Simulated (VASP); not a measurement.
WC: electric field gradients with PBE

Crystal: WC.

```
W C
1.0
     2.89080    0.00000    0.00000
    -1.44540    2.50351    0.00000
     0.00000    0.00000    2.81954
W C
1 1
Cartesian
  0.0000 0.0000 0.0000
  1.4454 0.8345 1.4098
```

This cell differs from its parent crystal: volume scaled by 0.99.

| Item | Value |
| --- | --- |
| Program | VASP 6.6.1 |
| Task | electric field gradients |
| Functional | PBE |
| Potentials or basis | VASP PAW PBE potentials, release 64 (W_sv, C) |
| Cutoff | 520 eV |
| k mesh | 13 × 13 × 12 |
| Occupations | fermi-dirac, width 0.05 eV |
| Spin | no spin polarisation |
| Dipole correction | no |
| Further INCAR settings | ALGO = Normal; EDIFF = 1e-08; NBANDS = 16 |

```yaml
Pressure: 13.9 GPa
Band_gap_on_the_k_mesh: zero (band 9 reaches 12.02 eV, above the bottom of band 10 at 10.72 eV)
```

Stress tensor (GPa, compression positive):
```
13.57  0.00  0.00
 0.00 13.57  0.00
 0.00  0.00 14.66
```

Levels at points of the mesh, in eV from the Fermi level:
```
           k point  band 6  band 7  band 8  band 9  band 10  band 11  band 12  band 13
(0.00, 0.00, 0.00)   -4.42   -3.42   -3.42    0.08     3.30     3.30     5.71     5.71
(0.00, 0.00, 0.50)   -8.77   -2.08   -2.08   -0.62    -0.62     3.74     4.55     4.55
```

Electric field gradients, principal values (V/Å²):
```tsv
atom	least	middle	greatest (by size)
1 W	74.344	74.344	-148.688
2 C	-0.196	-0.197	0.394
```

Run time: 77 s on 1 thread of AMD EPYC 7R43 64-Core Processor (Zen 3) (shared host), peak memory 0.14 GiB.

Caveat: without QUAD_EFG the Cq values of the log hold for a quadrupole moment of 1 mb, not for the nuclei; spin-orbit coupling is left out, which moves the levels of the heavy elements.
